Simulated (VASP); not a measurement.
KTaO3, 5 atoms in the cell. Symmetry: Pm-3m, No. 221, cubic system. The conventional cell has a = 3.988 Å, b = 3.988 Å, c = 3.988 Å, α = 90.00°, β = 90.00°, γ = 90.00°. Ta (site symmetry m-3m) has 6 O at 1.99 Å within 2.6 Å. Within 3.7 Å of K (site symmetry m-3m) lie 12 O at 2.82 Å and 8 Ta at 3.45 Å. Within 2.6 Å of O (site symmetry 4/mmm) lie 2 Ta at 1.99 Å. 

```yaml
Program: VASP 6.6.1
Task: single point
Functional: PBEsol
Potentials_or_basis: VASP PAW PBE potentials, release 64 (Ta_pv, K_sv, O)
Cutoff: 520 eV
k_mesh: 7 × 7 × 7
Occupations: fermi-dirac, width 0.05 eV
Spin: no spin polarisation
Hubbard_terms: Ta d U = 2.0 eV
Dipole_correction: no
Further_INCAR_settings: ALGO = Normal; EDIFF = 1e-06; NBANDS = 27
```

Potentials or basis: VASP PAW PBE potentials, release 64 (Ta_pv, K_sv, O).

Command:

```console
$ cat potpaw_PBE.64/Ta_pv/POTCAR potpaw_PBE.64/K_sv/POTCAR potpaw_PBE.64/O/POTCAR > POTCAR
$ mpirun -np 1 vasp_std > vasp.out
```

Hardware: 1 thread of Intel(R) Xeon(R) 6975P-C (Granite Rapids) (shared host).

Question: How long does it take, and how much memory?

Answer: Wall time 18 s on 1 thread of Intel(R) Xeon(R) 6975P-C (Granite Rapids), on a shared host, peak memory 0.18 GiB. Counts: scf iterations 14, k points 20.
